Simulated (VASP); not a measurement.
Write the native input for VASP 6.6.1 that does the following.

```
Task                   : single point
Functional             : PBEsol
Potentials or basis    : VASP PAW PBE potentials, release 64 (Mg, S)
Cutoff                 : 520 eV
k mesh                 : 2 × 2 × 2
Occupations            : fermi-dirac, width 0.112 eV
Spin                   : no spin polarisation
Dipole correction      : no
Further INCAR settings : ALGO = Normal; EDIFF = 1e-06; NBANDS = 46
```

The structure of MgS lies in POSCAR:

```
MgS
1.0
    0.0000000000      5.2030354798      5.2030354798
    5.2030354798      0.0000000000      5.2030354798
    5.2030354798      5.2030354798      0.0000000000
Mg S
8 8
Direct
   -0.0082264478     -0.0077709445      0.0091136223
   -0.0276648123     -0.0112522777      0.5144933204
    0.0196061511      0.4965827179     -0.0268161731
   -0.0215348330      0.4813154763      0.5190307678
    0.5039326582     -0.0121904800      0.0074987957
    0.5206575105     -0.0341834110      0.5205971611
    0.4833564003      0.5349566634     -0.0047667367
    0.5323873940      0.4765711304      0.5098430542
    0.2555840730      0.2372570790      0.2690375658
    0.2549088902      0.2396916194      0.7610549679
    0.2469316239      0.7432678510      0.2521314731
    0.2525622793      0.7624940317      0.7195052800
    0.7466294464      0.2717531921      0.2451879302
    0.7436016946      0.2799775257      0.7455236496
    0.7534652637      0.7787631885      0.2352994718
    0.7427958189      0.7624376223      0.7408627166
```

One way to write it, as run:

INCAR

```
SYSTEM = MgS
ALGO = Normal ; EDIFF = 1E-6
ENCUT = 520 ; GGA = PS
GGA_COMPAT = .False. ; ISIF = 2
ISMEAR = -1 ; LASPH = .True.
LCHARG = .True. ; LELF = .True.
LREAL = .False. ; LVHAR = .True.
LWAVE = .False. ; NBANDS = 46
NELM = 120 ; PREC = Accurate
SIGMA = 0.112
```

KPOINTS

```
k-points
0
Gamma
  2 2 2
  0 0 0
```

Potentials or basis: VASP PAW PBE potentials, release 64 (Mg, S).

Command:

```console
$ cat potpaw_PBE.64/Mg/POTCAR potpaw_PBE.64/S/POTCAR > POTCAR
$ mpirun -np 1 vasp_std > vasp.out
```

Results of the run:

```
Pressure               : 1.4 GPa
Largest force          : 2.247 eV/Å
Band gap on the k mesh : 2.39 eV
```

Caveat: the k points lie up to 0.52 Å⁻¹ apart; the atoms stand as in a frame of molecular dynamics; the PAW data sets were made with another functional, which shifts forces and pressure a little.

It took 69 s on 1 thread of Intel(R) Xeon(R) 6975P-C (Granite Rapids) (shared host), peak memory 0.45 GiB.
